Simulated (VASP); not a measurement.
# F: single point with PBE+D3(BJ)

The system is F.

```
F
1.0
     2.86135   -1.81866    0.30197
     2.86135    1.81866    0.30197
    -0.84881    0.00000    6.85033
F
4
Direct
  0.91386 0.58555 0.08559
  0.41445 0.08614 0.41441
  0.08614 0.41445 0.91441
  0.58555 0.91386 0.58559
```

This cell differs from its parent crystal: atoms shifted along a free coordinate.

```yaml
Program: VASP 6.6.1
Task: single point
Functional: PBE
Dispersion: D3(BJ)
Potentials_or_basis: VASP PAW PBE potentials, release 64 (F)
Cutoff: 520 eV
k_mesh: 8 × 8 × 4
Occupations: gaussian, width 0.05 eV
Spin: no spin polarisation
Dipole_correction: no
Further_INCAR_settings: ALGO = Normal; EDIFF = 1e-06; NBANDS = 22
```

| Property | Result |
| --- | --- |
| Pressure | 7.5 GPa |
| Largest force | 4.080 eV/Å |
| Band gap on the k mesh | 4.07 eV |
| Dispersion energy per atom | -0.025 eV |

Forces on the atoms (eV/Å):
```
F   -0.452  1.901  3.582
F    0.452  1.901 -3.582
F    0.452 -1.901 -3.582
F   -0.452 -1.901  3.582
```

Stress tensor (GPa, compression positive):
```
-0.33  0.00 -2.36
 0.00  4.72  0.00
-2.36  0.00 18.06
```

Levels at points of the mesh, in eV from the valence-band top:
```tsv
k point	band 11	band 12	band 13	band 14	band 15	band 16	band 17	band 18
(0.00, 0.00, 0.00)	-0.27	-0.10	-0.04	0.00	4.07	4.86	8.48	11.11
(0.50, 0.00, 0.00)	-0.20	-0.19	-0.05	-0.04	4.55	4.55	12.43	12.44
(0.50, 0.50, 0.00)	-0.40	-0.33	-0.10	-0.05	4.34	4.81	12.36	13.47
(0.00, 0.00, 0.50)	-0.19	-0.19	-0.02	-0.02	4.42	4.42	9.42	9.42
(0.50, 0.00, 0.50)	-0.19	-0.18	-0.03	-0.02	4.53	4.54	12.93	12.97
(0.50, 0.50, 0.50)	-0.23	-0.23	-0.21	-0.21	4.56	4.56	12.93	12.93
```

It took 41 s on 1 thread of AMD EPYC 9R45 96-Core Processor (Zen 5) (shared host), peak memory 0.21 GiB.

Caveat: the cell differs from its parent crystal (atoms shifted along a free coordinate); the stress differs along the axes, from -0 to 18 GPa; forces of over 1 eV/Å act on the atoms, so gaps and moduli don't describe the material at rest. A k mesh can miss the band edges.
